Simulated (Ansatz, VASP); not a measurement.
## Two plane-wave programs on BeTe

File INCAR:

```
SYSTEM = BeTe
  PREC = Accurate
  ENCUT = 600
  EDIFF = 1E-6
  ISMEAR = 0
  SIGMA = 0.05
  LREAL = .False.
  LASPH = .True.
  NELM = 120
  ALGO = Normal
  ISIF = 2
  LWAVE = .False.
  LCHARG = .False.
  GGA = RE
  IVDW = 13
  NBANDS = 11
  GGA_COMPAT = .False.
```

File KPOINTS:

```
regular mesh
0
Gamma
  8 8 8
  0 0 0
```

File POSCAR:

```
BeTe
1.0
    0.0000000000      2.7504940954      2.7504940954
    2.7504940954      0.0000000000      2.7504940954
    2.7504940954      2.7504940954      0.0000000000
Be Te
1 1
Direct
    0.0000000000      0.0000000000      0.0000000000
    0.7500000000      0.7500000000      0.7500000000
```

Input for Ansatz:

```yaml
crystal:
  lattice:
    - [0.0, 2.7504940954, 2.7504940954]
    - [2.7504940954, 0.0, 2.7504940954]
    - [2.7504940954, 2.7504940954, 0.0]
  atoms:
    - { symbol: Be, position: [0.0, 0.0, 0.0] }
    - { symbol: Te, position: [0.75, 0.75, 0.75] }
basis:
  ecutwfc: 420
  ecutrho_ratio: 4
kpoints:
  mp_grid: { grid: [8, 8, 8] }
hamiltonian:
  xc: revpbe
  dispersion: d4
scf:
  occupations: { method: gaussian, width: 0.05 }
output:
  forces: true
  stress: true
  eigenvalues: true
```

Alike in both runs: task single point; functional revPBE; dispersion D4; k mesh 8 × 8 × 8; occupations gaussian, width 0.05 eV; no spin polarisation.

|  | VASP | Ansatz |
| --- | --- | --- |
| version | VASP 6.6.1 | Ansatz 0.2.0 |
| potentials or method | VASP PAW PBE potentials, release 64 (Be, Te), cutoff 600 eV | scalar-relativistic, plane waves, PAW |
| valence electrons in the cell | 8 | 18 |

|  | VASP | Ansatz | Ansatz less VASP |
| --- | --- | --- | --- |
| gap on the k mesh at the Fermi level (eV) | 1.85 | 1.87 | +0.018 |
| least direct gap on the mesh (eV) | 3.56 | 3.59 | +0.024 |
| pressure (GPa) | 2.9 | 2.7 | -0.15 |

VASP's potentials were made for PBE, not for revPBE. VASP's potentials hold 8 valence electrons a cell and Ansatz's 18, so a difference there can come from the potentials and not from the codes.

Spin-orbit coupling is off throughout.
